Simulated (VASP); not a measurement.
# CaPtC4N4 (Cmmm) in VASP: notebook

The runs below take CaPtC4N4 through single point, with PBE.

Everything below comes from runs of VASP 6.6.1. Logs are shortened: lines on timing, memory, paths and dates and some standing lists are left out, and cuts for length are marked.

## (1) The cell of the first run

It takes space group Cmmm (No. 65, orthorhombic). Conventional cell: a = 7.388 Å, b = 8.115 Å, c = 7.840 Å, α = 90.00°, β = 90.00°, γ = 90.00°. Ca (site symmetry mmm) has 4 C at 2.52 Å within 3.3 Å. Within 2.6 Å of Pt (site symmetry mmm) lie 4 N at 1.96 Å. Within 1.6 Å of C (site symmetry m) lie 1 N at 1.17 Å. Within 1.6 Å of N (site symmetry m) lie 1 C at 1.17 Å.

## (2) Single point, PBE

INCAR reads:

```
SYSTEM = CaPtC4N4
  ALGO = Normal
  EDIFF = 1E-6
  ENCUT = 700
  GGA = PE
  GGA_COMPAT = .False.
  ISIF = 2
  ISMEAR = 0
  LASPH = .True.
  LCHARG = .True.
  LELF = .True.
  LREAL = .False.
  LVHAR = .True.
  LWAVE = .False.
  NBANDS = 43
  NELM = 120
  PREC = Accurate
  SIGMA = 0.1
```

KPOINTS reads:

```
k-points
0
Gamma
  4 4 4
  0 0 0
```

POSCAR reads:

```
CaPtC4N4
1.0
    3.6937981311     -4.0575088785      0.0000000000
    3.6937981311      4.0575088785      0.0000000000
    0.0000000000      0.0000000000      7.8401680996
Ca Pt C N
1 1 4 4
Direct
    0.0000000000      0.0000000000      0.0000000000
    0.5000000000      0.5000000000      0.5000000000
    0.2262642779      0.7737357221      0.7802250178
    0.7737357221      0.2262642779      0.2197749822
    0.2262642779      0.7737357221      0.2197749822
    0.7737357221      0.2262642779      0.7802250178
    0.3296442922      0.6703557078      0.6764221773
    0.6703557078      0.3296442922      0.3235778227
    0.3296442922      0.6703557078      0.3235778227
    0.6703557078      0.3296442922      0.6764221773
```

Potentials or basis: VASP PAW PBE potentials, release 64 (Ca_sv, Pt_sv_GW, C, N).

On the command line:

```sh
> cat potpaw_PBE.64/Ca_sv/POTCAR potpaw_PBE.64/Pt_sv_GW/POTCAR potpaw_PBE.64/C/POTCAR potpaw_PBE.64/N/POTCAR > POTCAR
> mpirun -np 1 vasp_std > vasp.out
```

OUTCAR:

```text
SYSTEM = CaPtC4N4
   EDIFF = 1E-6
   ENCUT = 700
   GGA = PE
   ISIF = 2
   ISMEAR = 0
   LASPH = .True.
   LREAL = .False.
   NELM = 120
   PREC = Accurate

 ion  position               nearest neighbor table
   1  0.000  0.000  0.000-   3 2.52   4 2.52   5 2.52   6 2.52
   2  0.500  0.500  0.500-   7 1.96   8 1.96   9 1.96  10 1.96
   3  0.226  0.774  0.780-   7 1.17   1 2.52
   4  0.774  0.226  0.220-   8 1.17   1 2.52
   5  0.226  0.774  0.220-   9 1.17   1 2.52
   6  0.774  0.226  0.780-  10 1.17   1 2.52
   7  0.330  0.670  0.676-   3 1.17   2 1.96
   8  0.670  0.330  0.324-   4 1.17   2 1.96
   9  0.330  0.670  0.324-   5 1.17   2 1.96
  10  0.670  0.330  0.676-   6 1.17   2 1.96

  LATTYP: Found a base centered orthorhombic cell.
 ALAT       =     7.3875962622
 B/A-ratio  =     1.0984652476
 C/A-ratio  =     1.0612610410

  Lattice vectors:

 A1 = (   3.6937981311,  -4.0575088785,   0.0000000000)
 A2 = (   3.6937981311,   4.0575088785,   0.0000000000)
 A3 = (   0.0000000000,   0.0000000000,   7.8401680996)

Analysis of symmetry for initial positions (statically):
=====================================================================
 Subroutine PRICEL returns:
 Original cell was already a primitive cell.

 Routine SETGRP: Setting up the symmetry group for a
 base centered orthorhombic supercell.

 Subroutine GETGRP returns: Found  8 space group operations
 (whereof  8 operations were pure point group operations)
 out of a pool of  8 trial point group operations.

The static configuration has the point symmetry D_2h.

Analysis of symmetry for dynamics (positions and initial velocities):
=====================================================================
 Subroutine PRICEL returns:
 Original cell was already a primitive cell.

 Routine SETGRP: Setting up the symmetry group for a
 base centered orthorhombic supercell.

 Subroutine GETGRP returns: Found  8 space group operations
 (whereof  8 operations were pure point group operations)
 out of a pool of  8 trial point group operations.

The dynamic configuration has the point symmetry D_2h.

 Subroutine INISYM returns: Found  8 space group operations
 (whereof  8 operations are pure point group operations),
 and found     1 'primitive' translations

----------------------------------------------------------------------------------------

                                     Primitive cell

  volume of cell :     235.0109

  direct lattice vectors                    reciprocal lattice vectors
     3.693798131 -4.057508879  0.000000000     0.135362026 -0.123228319  0.000000000
     3.693798131  4.057508879  0.000000000     0.135362026  0.123228319  0.000000000
     0.000000000  0.000000000  7.840168100     0.000000000  0.000000000  0.127548286

  length of vectors
     5.487032252  5.487032252  7.840168100     0.183052170  0.183052170  0.127548286

  position of ions in fractional coordinates (direct lattice)
     0.000000000  0.000000000  0.000000000
     0.500000000  0.500000000  0.500000000
     0.226264278  0.773735722  0.780225018
     0.773735722  0.226264278  0.219774982
     0.226264278  0.773735722  0.219774982
     0.773735722  0.226264278  0.780225018
     0.329644292  0.670355708  0.676422177
     0.670355708  0.329644292  0.323577823
     0.329644292  0.670355708  0.323577823
     0.670355708  0.329644292  0.676422177

  ion indices of the primitive-cell ions
   primitive index   ion index
                 1           1
                 2           2
                 3           3
                 4           4
                 5           5
                 6           6
                 7           7
                 8           8
                 9           9
                10          10

----------------------------------------------------------------------------------------

 KPOINTS: k-points

Automatic generation of k-mesh.
 Grid dimensions read from file:
 generate k-points for:    4    4    4

 Generating k-lattice:

  Cartesian coordinates                     Fractional coordinates (reciprocal lattice)
     0.033840507 -0.030807080  0.000000000     0.250000000  0.000000000  0.000000000
     0.033840507  0.030807080  0.000000000     0.000000000  0.250000000  0.000000000
     0.000000000  0.000000000  0.031887071     0.000000000  0.000000000  0.250000000

  Length of vectors
     0.045763042  0.045763042  0.031887071

  Shift w.r.t. Gamma in fractional coordinates (k-lattice)
     0.000000000  0.000000000  0.000000000

 Subroutine IBZKPT returns following result:
 ===========================================

 Found     21 irreducible k-points:

 Following reciprocal coordinates:
            Coordinates               Weight
  0.000000  0.000000  0.000000      1.000000
  0.250000  0.000000  0.000000      4.000000
  0.500000  0.000000  0.000000      2.000000
  0.250000  0.250000  0.000000      2.000000
  0.500000  0.250000  0.000000      4.000000
 -0.250000  0.250000  0.000000      2.000000
[... 13 lines left out ...]
 -0.250000  0.250000  0.500000      2.000000
  0.500000  0.500000  0.500000      1.000000
   k-points           NKPTS =     21   k-points in BZ     NKDIM =     21   number of bands    NBANDS=     43
   number of dos      NEDOS =    301   number of ions     NIONS =     10
   total plane-waves  NPLWV = 161280
   dimension x,y,z NGX =    48 NGY =   48 NGZ =   70
   dimension x,y,z NGXF=    96 NGYF=   96 NGZF=  140
   ions per type =               1   1   4   4
   NGX,Y,Z   is equivalent  to a cutoff of  14.54, 14.54, 14.84 a.u.
   NGXF,Y,Z  is equivalent  to a cutoff of  29.09, 29.09, 29.69 a.u.
 SYSTEM =  CaPtC4N4
   PREC   = accura    normal or accurate (medium, high low for compatibility)
   ISTART =      0    job   : 0-new  1-cont  2-samecut
   ICHARG =      2    charge: 1-file 2-atom 10-const
   ISPIN  =      1    spin polarized calculation?
   LNONCOLLINEAR =      F non collinear calculations
   LSORBIT =      F    spin-orbit coupling
   LASPH  =      T    aspherical Exc in radial PAW
   ENCUT  =  700.0 eV  51.45 Ry    7.17 a.u.  11.84 11.84 16.91*2*pi/ulx,y,z
   NELM   =    120;   NELMIN=  2; NELMDL= -5     # of ELM steps
   EDIFF  = 0.1E-05   stopping-criterion for ELM
   LREAL  =      F    real-space projection
   EDIFFG = 0.1E-04   stopping-criterion for IOM
   NSW    =      0    number of steps for IOM
   IBRION =     -1    ionic relax: 0-MD 1-quasi-New 2-CG
   NFREE  =      0    steps in history (QN), initial steepest desc. (CG)
   ISIF   =      2    stress and relaxation
   ISYM   =      2    0-nonsym 1-usesym 2-fastsym
   POTIM  = 0.5000    time-step for ionic-motion
   TEBEG  =    0.0;   TEEND  =   0.0 temperature during run
   PSTRESS=    0.0 pullay stress
   NELECT =      64.0000    total number of electrons
   NUPDOWN=      -1.0000    fix difference up-down
   EMIN   =  10.00;   EMAX   =-10.00  energy-range for DOS
   EFERMI =   0.00;   METHOD = LEGACY
   ISMEAR =     0;   SIGMA  =   0.10  broadening in eV -4-tet -1-fermi 0-gaus
   EFERMI_NEDOS =   21; number of points for ismear=-14 and -15
   IALGO  =     38    algorithm
   IMIX   =      4    mixing-type and parameters
     AMIX     =   0.40;   BMIX     =  1.00
     AMIX_MAG =   1.60;   BMIX_MAG =  1.00
  volume/ion in A,a.u.               =      23.50       158.59
  Fermi-wavevector in a.u.,A,eV,Ry     =   1.061139  2.005261 15.320369  1.126015
  Thomas-Fermi vector in A             =   2.196544
   LORBIT       =      0    0 simple, 1 ext, 2 COOP (PROOUT), +10 PAW based schemes
   GGA     = PE    functional components
   LHFCALC =     F    Hartree Fock is set to
   AEXX    =    0.0000 exact exchange contribution
   IVDW    =     0    specifies the selected vdW correction
   LEPSILON=     F    determine dielectric tensor
   LRPA    =     F    only Hartree local field effects (RPA)
 non-spin polarized calculation
 Gauss-broadening in eV      SIGMA  =   0.10
  energy-cutoff  :      700.00
  volume of cell :      235.01
 maximum number of plane-waves:      9910
   NGX = 23   NGY = 23   NGZ = 33

 number of electron      63.9999998 magnetization

 Free energy of the ion-electron system (eV)
  ---------------------------------------------------
  ext. energy  EPLUGINS =         0.00000000
  ---------------------------------------------------
  free energy    TOTEN  =       -76.33934999 eV

  energy without entropy =      -76.33934999  energy(sigma->0) =      -76.33934999

 E-fermi :  -1.4089     XC(G=0):  -6.8908

 val. band max:       -2.0733737769   @ k =   0.5000   0.5000   0.5000
 cond. band min:       1.6981326596   @ k =   0.5000   0.0000   0.0000
 fundamental gap:      3.7715064365
 Fermi energy:        -1.4088509637

 k-point     1 :       0.0000    0.0000    0.0000
  band No.  band energies     occupation
      1     -99.4777      2.00000
      2     -53.9781      2.00000
      3     -53.9703      2.00000
      4     -52.8424      2.00000
      5     -41.2998      2.00000
      6     -22.5070      2.00000
[... 35 lines left out ...]
     42       5.1982      0.00000
     43       5.5738      0.00000

 k-point     2 :       0.2500    0.0000    0.0000
  band No.  band energies     occupation
      1     -99.4777      2.00000
      2     -53.9781      2.00000
      3     -53.9703      2.00000
      4     -52.8424      2.00000
      5     -41.2997      2.00000
      6     -22.5072      2.00000
[... 35 lines left out ...]
     42       4.8193      0.00000
     43       5.0135      0.00000

 k-point     3 :       0.5000    0.0000    0.0000
  band No.  band energies     occupation
      1     -99.4777      2.00000
      2     -53.9781      2.00000
      3     -53.9703      2.00000
      4     -52.8424      2.00000
      5     -41.2997      2.00000
      6     -22.5074      2.00000
[... 781 lines left out ...]
      6     -22.5074      2.00000
[... 35 lines left out ...]
     42       4.9399      0.00000
     43       5.4513      0.00000

 k-point    21 :       0.5000    0.5000    0.5000
  band No.  band energies     occupation
      1     -99.4777      2.00000
      2     -53.9781      2.00000
      3     -53.9703      2.00000
      4     -52.8424      2.00000
      5     -41.2997      2.00000
      6     -22.5078      2.00000
[... 35 lines left out ...]
     42       4.3270      0.00000
     43       4.7574      0.00000

------------------------ aborting loop because EDIFF is reached ----------------------------------------

  FORCE on cell =-STRESS in cart. coord.  units (eV):
  Direction    XX          YY          ZZ          XY          YZ          ZX
  --------------------------------------------------------------------------------------
  -------------------------------------------------------------------------------------
  Total        0.1516203      0.4240413      0.3158319      0.0000000      0.0000000      0.0000000
  in kB        1.0336654      2.8908846      2.1531715      0.0000000      0.0000000      0.0000000
  external PRESSURE =       2.0259072 kB  Pullay stress =       0.0000000 kB

 VOLUME and BASIS-vectors are now :
 -----------------------------------------------------------------------------
  energy-cutoff  :      700.00
  volume of cell :      235.01
      direct lattice vectors                 reciprocal lattice vectors
     3.693798131 -4.057508879  0.000000000     0.135362026 -0.123228319  0.000000000
     3.693798131  4.057508879  0.000000000     0.135362026  0.123228319  0.000000000
     0.000000000  0.000000000  7.840168100     0.000000000  0.000000000  0.127548286

 POSITION                                       TOTAL-FORCE (eV/Angst)
 -----------------------------------------------------------------------------------
      0.00000      0.00000      0.00000        -0.000000      0.000000      0.000000
      3.69380      0.00000      3.92008         0.000000      0.000000      0.000000
      3.69380      2.22137      6.11710        -0.000000      0.244555      0.228139
      3.69380     -2.22137      1.72307        -0.000000     -0.244555     -0.228139
      3.69380      2.22137      1.72307        -0.000000      0.244555     -0.228139
      3.69380     -2.22137      6.11710        -0.000000     -0.244555      0.228139
      3.69380      1.38244      5.30326        -0.000000     -0.265438     -0.240285
      3.69380     -1.38244      2.53690        -0.000000      0.265438      0.240285
      3.69380      1.38244      2.53690        -0.000000     -0.265438      0.240285
      3.69380     -1.38244      5.30326        -0.000000      0.265438     -0.240285
 -----------------------------------------------------------------------------------
    total drift:                                0.000000     -0.000000     -0.000000

  FREE ENERGIE OF THE ION-ELECTRON SYSTEM (eV)
  ---------------------------------------------------
  free  energy   TOTEN  =       -76.3393499934 eV

  energy  without entropy=      -76.3393499934  energy(sigma->0) =      -76.33934999
```

Run time: 8.8 min. Hardware: 1 thread of Intel Xeon Platinum 8259CL at 2.50GHz (Skylake/Cascade Lake), shared host; peak memory 0.63 GiB.

Results:

- Free energy: -76.3393 eV
- Pressure: 0.2 GPa
- Largest force: 0.358 eV/Å
- Band gap on the k mesh: 3.77 eV (least direct gap 3.85 eV)

Forces on the atoms (eV/Å):
```
Ca   0.000  0.000  0.000
Pt   0.000  0.000  0.000
C    0.000  0.245  0.228
C    0.000 -0.245 -0.228
C    0.000  0.245 -0.228
C    0.000 -0.245  0.228
N    0.000 -0.265 -0.240
N    0.000  0.265  0.240
N    0.000 -0.265  0.240
N    0.000  0.265 -0.240
```

Caveat: spin-orbit coupling is left out, which moves the levels of the heavy elements. A k mesh can miss the band edges.

(Continued in part 2 of 2.)
